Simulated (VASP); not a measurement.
Here is a VASP 6.6.1 calculation.

The input INCAR:

```
PREC     = Accurate       # precision mode
ENCUT    = 520            # plane-wave cutoff, eV
EDIFF    = 1E-7           # SCF threshold, eV
ISMEAR   = 0              # smearing method
SIGMA    = 0.1            # smearing width, eV
LREAL    = False          # projectors in reciprocal space
LASPH    = True           # aspherical terms in the spheres
NELM     = 100            # most SCF steps
ALGO     = Normal         # electronic algorithm
ISIF     = 2              # what is computed and relaxed
LWAVE    = False          # write WAVECAR
LCHARG   = False          # write CHGCAR
LDIPOL   = True         
IDIPOL   = 3            
DIPOL    = 0.5 0.5 0.286
GGA      = PE             # functional
NBANDS   = 40             # bands
```

File KPOINTS:

```
Automatic mesh
0
Gamma
  4 4 1
```

File POSCAR:

```
Na4H
1.0
    7.2665057608      0.0000000000      0.0000000000
   -2.4221685869      6.8509273320      0.0000000000
    0.0000000000      0.0000000000     20.9665385532
Na H
8 2
Direct
    0.2500000000      0.2500000000      0.1907801800
    0.2500000000      0.7500000000      0.1907801800
    0.7500000000      0.2500000000      0.1907801800
    0.7500000000      0.7500000000      0.1907801800
    0.0000000000      0.0000000000      0.3322693699
    0.0000000000      0.5000000000      0.3322693699
    0.5000000000      0.0000000000      0.3322693699
    0.5000000000      0.5000000000      0.3322693699
   -0.0516066473      0.7500000000      0.3842569689
    0.0516066473      0.7500000000      0.3842569689
```

Potentials or basis: VASP PAW PBE potentials, release 64 (Na_pv, H).

Run with:

```bash
$ cat potpaw_PBE.64/Na_pv/POTCAR potpaw_PBE.64/H/POTCAR > POTCAR
$ mpirun -np 1 vasp_std > vasp.out
```

(1) Predict the largest force.

(2) Predict the band gap on the k mesh.

Results:

(1) 0.919 eV/Å.

(2) zero (bands 29 and 30 overlap by 0.61 eV).
